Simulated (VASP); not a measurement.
LuAs, 2 atoms in the cell. It takes space group Fm-3m (No. 225, cubic). Conventional cell: a = 4.505 Å, b = 4.505 Å, c = 4.505 Å, α = 90.00°, β = 90.00°, γ = 90.00°. Lu (site symmetry m-3m) has 6 As at 2.25 Å within 3.0 Å. Within 3.0 Å of As (site symmetry m-3m) lie 6 Lu at 2.25 Å. 

| Quantity | Value |
| --- | --- |
| Program | VASP 6.6.1 |
| Task | electric field gradients |
| Functional | r2SCAN |
| Potentials or basis | VASP PAW PBE potentials, release 64 (Lu, As) |
| Cutoff | 520 eV |
| k mesh | 11 × 11 × 11 |
| Occupations | fermi-dirac, width 0.05 eV |
| Spin | no spin polarisation |
| Dipole correction | no |
| Further INCAR settings | ALGO = Normal; EDIFF = 1e-08; NBANDS = 22 |

Potentials or basis: VASP PAW PBE potentials, release 64 (Lu, As).

Run with:

```bash
$ cat potpaw_PBE.64/Lu/POTCAR potpaw_PBE.64/As/POTCAR > POTCAR
$ cp INCAR.step1 INCAR
$ mpirun -np 1 vasp_std > vasp.out
$ cp INCAR.step2 INCAR
$ mpirun -np 1 vasp_std > vasp.out
```

Hardware: 1 thread of Intel Xeon 8259CL, with other jobs on the host.

Problem. How long does it take, and how much memory?

Solution. Run time: 7.3 min on 1 thread of Intel Xeon 8259CL (shared host), peak memory 0.18 GiB. Counts: k points 56.
